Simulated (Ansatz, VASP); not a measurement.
Given: the input of a run of Ansatz 0.2.0 on TiO2.

File input.yaml:

```yaml
crystal:
  lattice:
    - [-1.8921, 1.8921, 4.662154]
    - [1.8921, -1.8921, 4.662154]
    - [1.8921, 1.8921, -4.662154]
  atoms:
    - { symbol: Ti, position: [0.75, 0.25, 0.5] }
    - { symbol: Ti, position: [0.0, 0.0, 0.0] }
    - { symbol: O, position: [0.7919, 0.7919, 0.0] }
    - { symbol: O, position: [0.5419, 0.0419, 0.5] }
    - { symbol: O, position: [0.9581, 0.4581, 0.5] }
    - { symbol: O, position: [0.2081, 0.2081, 0.0] }
hamiltonian:
  xc: pbe
  pseudopotentials: { kind: paw }
kpoints:
  mp_grid: { grid: [8, 8, 8] }
scf:
  occupations: { method: fermi_dirac, width: 0.05 }
output:
  forces: true
  stress: true
  eigenvalues: true
relax:
  f_tol: 0.01
  max_steps: 40
```

Potentials or basis: Ansatz PAW.

The run is started by

```console
$ ansatz run input.yaml --threads 2 --pin off --max-ram 5632MiB --backend cpu --events-out ev --progress --plain --runs-dir out
```

Q: Translate it to VASP 6.6.1. Potentials there: VASP PAW PBE potentials, release 64 (Ti_sv, O).

A: As run (the cutoff follows the program's own potentials):

The input INCAR:

```
PREC = Accurate ; ENCUT = 520
EDIFF = 1E-7 ; ISMEAR = -1
SIGMA = 0.05 ; LREAL = False
LASPH = True ; NELM = 60
ALGO = Normal ; ISIF = 2
LWAVE = False ; LCHARG = False
GGA = PE ; IBRION = 2
NSW = 60 ; EDIFFG = -0.01
```

File KPOINTS:

```
Automatic mesh
0
Gamma
  8 8 8
```

The input POSCAR:

```
TiO2
1.0
   -1.8921000000      1.8921000000      4.6621540000
    1.8921000000     -1.8921000000      4.6621540000
    1.8921000000      1.8921000000     -4.6621540000
Ti O
2 4
Direct
    0.7500000000      0.2500000000      0.5000000000
    0.0000000000      0.0000000000      0.0000000000
    0.7919000000      0.7919000000      0.0000000000
    0.5419000000      0.0419000000      0.5000000000
    0.9581000000      0.4581000000      0.5000000000
    0.2081000000      0.2081000000      0.0000000000
```

Potentials or basis: VASP PAW PBE potentials, release 64 (Ti_sv, O).

Launch:

```sh
$ cat potpaw_PBE.64/Ti_sv/POTCAR potpaw_PBE.64/O/POTCAR > POTCAR
$ mpirun -np 1 vasp_std > vasp.out
```

Both were run:

|  | VASP | Ansatz | Ansatz less VASP |
| --- | --- | --- | --- |
| gap on the k mesh at the Fermi level, each at its own relaxed structure (eV) | 2.04 | 2.07 | +0.030 |
